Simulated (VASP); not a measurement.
Here is a VASP 6.6.1 calculation.

The input INCAR:

```
SYSTEM = ZnSe
PREC = Accurate
ENCUT = 520
EDIFF = 1E-8
ISMEAR = -1
SIGMA = 0.03
LREAL = .FALSE.
LASPH = .TRUE.
NELM = 80
ALGO = Normal
ISIF = 2
LWAVE = .FALSE.
LCHARG = .FALSE.
GGA = PE
LEFG = .TRUE.
NBANDS = 16
```

Contents of KPOINTS:

```
Automatic mesh
0
G
  8 8 8
  0 0 0
```

Contents of POSCAR:

```
ZnSe
1.0
    0.0000000000      2.8338000000      2.8054620000
    2.8338000000      0.0000000000      2.8054620000
    2.8338000000      2.8338000000      0.0000000000
Zn Se
1 1
Direct
    0.0000000000      0.0000000000      0.0000000000
    0.7500000000      0.7500000000      0.7500000000
```

Potentials or basis: VASP PAW PBE potentials, release 64 (Zn, Se).

Run with:

```sh
$ cat potpaw_PBE.64/Zn/POTCAR potpaw_PBE.64/Se/POTCAR > POTCAR
$ mpirun -np 1 vasp_std > vasp.out
```

(1) What does it give for the pressure?

(2) What does it give for the band gap on the k mesh?

## Answers

(1) 3.0 GPa.

(2) 1.31 eV, direct.

Caveat: the cell differs from its parent crystal (zz strain of -1 %); without QUAD_EFG the Cq values of the log hold for a quadrupole moment of 1 mb, not for the nuclei.
